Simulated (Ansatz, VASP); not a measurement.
## Two plane-wave programs on Si2Mo

```
Mo Si
1.0
    -1.33197    1.33197    3.42300
     1.33197   -1.33197    3.42300
     1.33197    1.33197   -3.42300
Mo Si
1 2
Direct
  0.00000 0.00000 0.00000
  0.32990 0.32990 0.00000
  0.67010 0.67010 0.00000
```

Change from the starting cell: volume scaled by 0.62, PAW files.

Alike in both runs: task single point; functional LDA; k mesh 15 × 15 × 15; occupations fermi-dirac, width 0.05 eV; no spin polarisation.

```csv
,VASP,Ansatz
version,VASP 6.6.1,Ansatz 0.2.0
potentials or method,"VASP PAW LDA potentials, release 64 (Mo_sv, Si)","PAW with Ansatz's default frozen-core files, scalar-relativistic"
plane-wave cutoff (eV),520,420
valence electrons in the cell,22,22
```

|  | VASP | Ansatz | Ansatz less VASP |
| --- | --- | --- | --- |
| pressure (GPa) | 293.8 | 290.3 | -3.46 |
| traceless stress, the component that is largest in VASP (GPa) | 0.45 | 0.05 | -0.401 |
| rms of the force components (eV/Å) | 0.022 | 0.001 | -0.0212 |

LDA's correlation is that of Perdew and Zunger in VASP and of Perdew and Wang (1992) in Ansatz. Atom by atom the forces differ by 0.021 eV/Å (rms over components). Both programs put the cell under a high pressure, so it lies far from rest at this level.

Noted on VASP's run: the cell as given lies far from equilibrium.
